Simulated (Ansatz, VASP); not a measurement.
**One calculation of AlN, two programs**

```
Al N
1.0
     3.29259    0.00000    0.00000
    -1.64630    2.85147    0.00000
     0.00000    0.00000    4.13385
Al N
2 2
Cartesian
  0.0000 1.9010 0.0000
  1.6463 0.9505 2.0669
  0.0000 1.9010 2.0669
  1.6463 0.9505 4.1338
```

Alike in both runs: functional r2SCAN; k mesh 12 × 12 × 6; occupations gaussian, width 0.02 eV; no spin polarisation.

Ansatz relaxed the structure, and its values are those at the end. VASP's run is a single point on that final structure, the one shown.

|  | VASP | Ansatz |
| --- | --- | --- |
| version | VASP 6.6.1 | Ansatz 0.2.0 |
| potentials or method | VASP PAW PBE potentials, release 64 (Al, N), cutoff 520 eV | scalar-relativistic, plane waves, PAW |
| valence electrons in the cell | 16 | 16 |

Ansatz gave:

```
gap on the k mesh at the Fermi level (eV) : 4.03
least direct gap on the mesh (eV)         : 4.03
pressure (GPa)                            : 0.0
```

Q: Which values does VASP return?

A: gap on the k mesh at the Fermi level (eV): 4.07; least direct gap on the mesh (eV): 4.07; pressure (GPa): -0.5.

VASP's potentials were made for PBE, not for r2SCAN. With one functional, cell and mesh, what is left measures potentials, basis and numerics.
